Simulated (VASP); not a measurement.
# CuGe4 in VASP: single point with PBE+D3(BJ)

Aim: the single point of CuGe4 with PBE+D3(BJ).

All numbers are computed with VASP 6.6.1; they aren't measurements. Logs are shortened: lines on timing, memory, paths and dates and some standing lists are left out, and cuts for length are marked.

## 1. The cell of the first run

The cell holds a slab with vacuum, 5 atoms: a = 4.030 Å, b = 4.030 Å, c = 21.498 Å, α = 90.00°, β = 90.00°, γ = 120.00°.

## 2. Single point, PBE+D3(BJ)

Contents of INCAR:

```
PREC     = Accurate       # precision mode
ENCUT    = 520            # plane-wave cutoff, eV
EDIFF    = 1E-6           # SCF threshold, eV
ISMEAR   = 0              # smearing method
SIGMA    = 0.1            # smearing width, eV
LREAL    = False          # projectors in reciprocal space
LASPH    = True           # aspherical terms in the spheres
NELM     = 80             # most SCF steps
ALGO     = Normal         # electronic algorithm
ISIF     = 2              # what is computed and relaxed
LWAVE    = False          # write WAVECAR
LCHARG   = False          # write CHGCAR
LDIPOL   = True         
IDIPOL   = 3            
DIPOL    = 0.5 0.5 0.335
GGA      = PE             # functional
IVDW     = 12             # dispersion correction
NBANDS   = 42             # bands
```

Contents of KPOINTS:

```
regular mesh
0
Gamma
  9 9 1
```

Contents of POSCAR:

```
CuGe4
1.0
    4.0303587933      0.0000000000      0.0000000000
   -2.0151793967      3.4903931014      0.0000000000
    0.0000000000      0.0000000000     21.4984134729
Ge Cu
4 1
Direct
    0.3333333333      0.6666666667      0.1860602414
    0.0000000000      0.0000000000      0.2243278812
    0.0000000000      0.0000000000      0.3459155542
    0.6666666667      0.3333333333      0.3813496974
    1.1111111111      0.4444444444      0.5348493966
```

Potentials or basis: VASP PAW PBE potentials, release 64 (Ge_d, Cu).

Launch:

```bash
> cat potpaw_PBE.64/Ge_d/POTCAR potpaw_PBE.64/Cu/POTCAR > POTCAR
> mpirun -np 1 vasp_std > vasp.out
```

OUTCAR:

```text
PREC = Accurate
   ENCUT = 520
   EDIFF = 1E-6
   ISMEAR = 0
   LREAL = False
   LASPH = True
   NELM = 80
   ISIF = 2
   GGA = PE
   IVDW = 12
 IVDW          = 12

 ion  position               nearest neighbor table
   1  0.333  0.667  0.186-   2 2.47   2 2.47   2 2.47
   2  0.000  0.000  0.224-   1 2.47   1 2.47   1 2.47   3 2.61
   3  0.000  0.000  0.346-   4 2.45   4 2.45   4 2.45   2 2.61
   4  0.667  0.333  0.381-   3 2.45   3 2.45   3 2.45
   5  0.111  0.444  0.535-

  LATTYP: Found a hexagonal cell.
 ALAT       =     4.0303587933
 C/A-ratio  =     5.3341190141

  Lattice vectors:

 A1 = (   4.0303587933,   0.0000000000,   0.0000000000)
 A2 = (  -2.0151793967,   3.4903931014,   0.0000000000)
 A3 = (   0.0000000000,   0.0000000000,  21.4984134729)

Analysis of symmetry for initial positions (statically):
=====================================================================
 Subroutine PRICEL returns:
 Original cell was already a primitive cell.

 Routine SETGRP: Setting up the symmetry group for a
 hexagonal supercell.

 Subroutine GETGRP returns: Found  1 space group operations
 (whereof  1 operations were pure point group operations)
 out of a pool of 24 trial point group operations.

The static configuration has the point symmetry C_1 .

Analysis of symmetry for dynamics (positions and initial velocities):
=====================================================================
 Subroutine PRICEL returns:
 Original cell was already a primitive cell.

 Routine SETGRP: Setting up the symmetry group for a
 hexagonal supercell.

 Subroutine GETGRP returns: Found  1 space group operations
 (whereof  1 operations were pure point group operations)
 out of a pool of 24 trial point group operations.

The dynamic configuration has the point symmetry C_1 .

 Subroutine INISYM returns: Found  1 space group operations
 (whereof  1 operations are pure point group operations),
 and found     1 'primitive' translations

----------------------------------------------------------------------------------------

                                     Primitive cell

  volume of cell :     302.4297

  direct lattice vectors                    reciprocal lattice vectors
     4.030358793  0.000000000  0.000000000     0.248116868  0.143250340  0.000000000
    -2.015179397  3.490393101  0.000000000     0.000000000  0.286500681  0.000000000
     0.000000000  0.000000000 21.498413473     0.000000000  0.000000000  0.046515060

  length of vectors
     4.030358793  4.030358793 21.498413473     0.286500681  0.286500681  0.046515060

  position of ions in fractional coordinates (direct lattice)
     0.333333333  0.666666667  0.186060241
     0.000000000  0.000000000  0.224327881
     0.000000000  0.000000000  0.345915554
     0.666666667  0.333333333  0.381349697
     0.111111111  0.444444444  0.534849397

  ion indices of the primitive-cell ions
   primitive index   ion index
                 1           1
                 2           2
                 3           3
                 4           4
                 5           5

----------------------------------------------------------------------------------------

 KPOINTS: regular mesh

Automatic generation of k-mesh.
 Grid dimensions read from file:
 generate k-points for:    9    9    1

 Generating k-lattice:

  Cartesian coordinates                     Fractional coordinates (reciprocal lattice)
     0.027568541  0.015916704  0.000000000     0.111111111  0.000000000  0.000000000
     0.000000000  0.031833409  0.000000000     0.000000000  0.111111111  0.000000000
     0.000000000  0.000000000  0.046515060     0.000000000  0.000000000  1.000000000

  Length of vectors
     0.031833409  0.031833409  0.046515060

  Shift w.r.t. Gamma in fractional coordinates (k-lattice)
     0.000000000  0.000000000  0.000000000

 Subroutine IBZKPT returns following result:
 ===========================================

 Found     41 irreducible k-points:

 Following reciprocal coordinates:
            Coordinates               Weight
  0.000000  0.000000  0.000000      1.000000
  0.111111  0.000000  0.000000      2.000000
  0.000000  0.111111  0.000000      2.000000
 -0.111111  0.111111  0.000000      2.000000
  0.222222 -0.000000  0.000000      2.000000
  0.000000  0.222222  0.000000      2.000000
[... 16 lines left out ...]
  0.333333  0.111111  0.000000      2.000000
 -0.111111  0.444444  0.000000      2.000000
 [... further k-points ...]
   k-points           NKPTS =     41   k-points in BZ     NKDIM =     41   number of bands    NBANDS=     42
   number of dos      NEDOS =    301   number of ions     NIONS =      5
   total plane-waves  NPLWV = 144000
   dimension x,y,z NGX =    30 NGY =   30 NGZ =  160
   dimension x,y,z NGXF=    60 NGYF=   60 NGZF=  320
   ions per type =               4   1
   NGX,Y,Z   is equivalent  to a cutoff of  12.37, 12.37, 12.37 a.u.
   NGXF,Y,Z  is equivalent  to a cutoff of  24.75, 24.75, 24.75 a.u.
 SYSTEM =  unknown system
   PREC   = accura    normal or accurate (medium, high low for compatibility)
   ISTART =      0    job   : 0-new  1-cont  2-samecut
   ICHARG =      2    charge: 1-file 2-atom 10-const
   ISPIN  =      1    spin polarized calculation?
   LNONCOLLINEAR =      F non collinear calculations
   LSORBIT =      F    spin-orbit coupling
   LASPH  =      T    aspherical Exc in radial PAW
   ENCUT  =  520.0 eV  38.22 Ry    6.18 a.u.   7.49  7.49 39.97*2*pi/ulx,y,z
   NELM   =     80;   NELMIN=  2; NELMDL= -5     # of ELM steps
   EDIFF  = 0.1E-05   stopping-criterion for ELM
   LREAL  =      F    real-space projection
   EDIFFG = 0.1E-04   stopping-criterion for IOM
   NSW    =      0    number of steps for IOM
   IBRION =     -1    ionic relax: 0-MD 1-quasi-New 2-CG
   NFREE  =      0    steps in history (QN), initial steepest desc. (CG)
   ISIF   =      2    stress and relaxation
   ISYM   =      2    0-nonsym 1-usesym 2-fastsym
   POTIM  = 0.5000    time-step for ionic-motion
   TEBEG  =    0.0;   TEEND  =   0.0 temperature during run
   PSTRESS=    0.0 pullay stress
   NELECT =      67.0000    total number of electrons
   NUPDOWN=      -1.0000    fix difference up-down
   EMIN   =  10.00;   EMAX   =-10.00  energy-range for DOS
   EFERMI =   0.00;   METHOD = LEGACY
   ISMEAR =     0;   SIGMA  =   0.10  broadening in eV -4-tet -1-fermi 0-gaus
   EFERMI_NEDOS =   21; number of points for ismear=-14 and -15
   IALGO  =     38    algorithm
   IMIX   =      4    mixing-type and parameters
     AMIX     =   0.40;   BMIX     =  1.00
     AMIX_MAG =   1.60;   BMIX_MAG =  1.00
  volume/ion in A,a.u.               =      60.49       408.18
  Fermi-wavevector in a.u.,A,eV,Ry     =   0.990585  1.871934 13.350826  0.981258
  Thomas-Fermi vector in A             =   2.122265
   LORBIT       =      0    0 simple, 1 ext, 2 COOP (PROOUT), +10 PAW based schemes
   GGA     = PE    functional components
   LHFCALC =     F    Hartree Fock is set to
   AEXX    =    0.0000 exact exchange contribution
   IVDW    =    12    specifies the selected vdW correction
   LEPSILON=     F    determine dielectric tensor
   LRPA    =     F    only Hartree local field effects (RPA)
 non-spin polarized calculation
 Gauss-broadening in eV      SIGMA  =   0.10
  energy-cutoff  :      520.00
  volume of cell :      302.43
 maximum number of plane-waves:      8193
 NGX is ok and might be reduce to    30
   NGX = 15   NGY = 15   NGZ = 79

 dipolmoment           0.000000      0.000000     -0.000218 electrons x Angstroem

 number of electron      67.0000019 magnetization

 dipolmoment           0.000000      0.000000      0.002885 electrons x Angstroem

 Free energy of the ion-electron system (eV)
  ---------------------------------------------------
  ext. energy  EPLUGINS =         0.00000000
  ---------------------------------------------------
  free energy    TOTEN  =       -17.66309284 eV

  energy without entropy =      -17.64988482  energy(sigma->0) =      -17.65648883

 E-fermi :  -1.3984     XC(G=0):  -4.6811

 val. band max:       -1.4057215972   @ k =  -0.3333   0.4444   0.0000
 cond. band min:      -1.3709459436   @ k =  -0.4444   0.3333   0.0000
 fundamental gap:      0.0347756536
 Fermi energy:        -1.3983551952

 k-point     1 :       0.0000    0.0000    0.0000
  band No.  band energies     occupation
      1     -25.8166      2.00000
      2     -25.8162      2.00000
      3     -25.7899      2.00000
      4     -25.7637      2.00000
      5     -25.7622      2.00000
      6     -25.7337      2.00000
[... 34 lines left out ...]
     41       2.7801      0.00000
     42       2.7814      0.00000

 k-point     2 :       0.1111    0.0000    0.0000
  band No.  band energies     occupation
      1     -25.8222      2.00000
      2     -25.8195      2.00000
      3     -25.7913      2.00000
      4     -25.7588      2.00000
      5     -25.7578      2.00000
      6     -25.7341      2.00000
[... 34 lines left out ...]
     41       2.7558      0.00000
     42       3.2699      0.00000

 k-point     3 :       0.0000    0.1111    0.0000
  band No.  band energies     occupation
      1     -25.8224      2.00000
      2     -25.8193      2.00000
      3     -25.7911      2.00000
      4     -25.7589      2.00000
      5     -25.7578      2.00000
      6     -25.7341      2.00000
[... 34 lines left out ...]
     41       2.7591      0.00000
     42       3.2721      0.00000

 k-point     4 :      -0.1111    0.1111    0.0000
  band No.  band energies     occupation
      1     -25.8225      2.00000
      2     -25.8192      2.00000
      3     -25.7911      2.00000
      4     -25.7589      2.00000
      5     -25.7578      2.00000
      6     -25.7339      2.00000
[... 844 lines left out ...]
     41       3.6745      0.00000
     42       3.9311      0.00000

 k-point    23 :       0.3333    0.1111    0.0000
  band No.  band energies     occupation
      1     -25.8360      2.00000
      2     -25.8316      2.00000
      3     -25.8039      2.00000
      4     -25.7523      2.00000
      5     -25.7395      2.00000
      6     -25.7269      2.00000
[... 34 lines left out ...]
     41       3.7241      0.00000
     42       4.2821      0.00000

 k-point    24 :      -0.1111    0.4444    0.0000
  band No.  band energies     occupation
      1     -25.8359      2.00000
      2     -25.8311      2.00000
      3     -25.8034      2.00000
      4     -25.7521      2.00000
      5     -25.7395      2.00000
      6     -25.7281      2.00000
[... 34 lines left out ...]
     41       3.8757      0.00000
     42       4.2639      0.00000

 [... further k-points ...]

------------------------ aborting loop because EDIFF is reached ----------------------------------------

 vacuum level on the upper side and lower side of the slab       (xc-potential included)        -0.154        -0.134

 Edisp (eV)   -1.15966

 E8    (eV) :    -0.5334

  FORCE on cell =-STRESS in cart. coord.  units (eV):
  Direction    XX          YY          ZZ          XY          YZ          ZX
  --------------------------------------------------------------------------------------
  -------------------------------------------------------------------------------------
  Total      -2.38665    -1.96809    -1.98543    -0.07823    -0.12213    -0.34216
  in kB     -12.64372   -10.42630   -10.51818    -0.41444    -0.64703    -1.81266
  external pressure =      -11.20 kB  Pullay stress =        0.00 kB

 VOLUME and BASIS-vectors are now :
 -----------------------------------------------------------------------------
  energy-cutoff  :      520.00
  volume of cell :      302.43
      direct lattice vectors                 reciprocal lattice vectors
     4.030358793  0.000000000  0.000000000     0.248116868  0.143250340  0.000000000
    -2.015179397  3.490393101  0.000000000     0.000000000  0.286500681  0.000000000
     0.000000000  0.000000000 21.498413473     0.000000000  0.000000000  0.046515060

 POSITION                                       TOTAL-FORCE (eV/Angst)
 -----------------------------------------------------------------------------------
     -0.00000      2.32693      4.00000        -0.018245      0.005975      0.152859
      0.00000      0.00000      4.82269         0.020057     -0.002857     -0.079634
      0.00000      0.00000      7.43664        -0.014132     -0.021743     -0.084864
      2.01518      1.16346      8.19841         0.121006      0.054497      0.499534
     -0.44782      1.55129     11.49841        -0.108685     -0.035871     -0.487895
 -----------------------------------------------------------------------------------
    total drift:                                0.000807      0.001291     -0.004663

  FREE ENERGIE OF THE ION-ELECTRON SYSTEM (eV)
  ---------------------------------------------------
  free  energy   TOTEN  =       -18.8227485443 eV

  energy  without entropy=      -18.8095405313  energy(sigma->0) =      -18.81614454

 vacuum level on the upper side and lower side of the slab         3.115         3.134
```

It took 29 min on 1 thread of Intel Xeon Platinum 8259CL at 2.50GHz (Skylake/Cascade Lake), shared host; peak memory 0.66 GiB.

What came out:

* Free energy: -18.8227 eV
* Largest force: 0.517 eV/Å
* Band gap on the k mesh: zero (an odd number of electrons rules out a gap without spin polarisation)
* Dispersion energy per atom: -0.232 eV

Forces on the atoms (eV/Å):
```
Ge  -0.018  0.006  0.153
Ge   0.020 -0.003 -0.080
Ge  -0.014 -0.022 -0.085
Ge   0.121  0.054  0.500
Cu  -0.109 -0.036 -0.488
```

Levels at points of the mesh, in eV from the Fermi level:
| k point | band 30 | band 31 | band 32 | band 33 | band 34 | band 35 | band 36 | band 37 |
| --- | --- | --- | --- | --- | --- | --- | --- | --- |
| (0.00, 0.00, 0.00) | -0.82 | -0.53 | -0.52 | 0.06 | 0.06 | 0.70 | 1.18 | 1.69 |

Caveat: an odd number of electrons without spin polarisation forces a metal; a magnetic or distorted state may lie lower.

The gap in the log of VASP goes by the Fermi energy; the results here count the filled bands.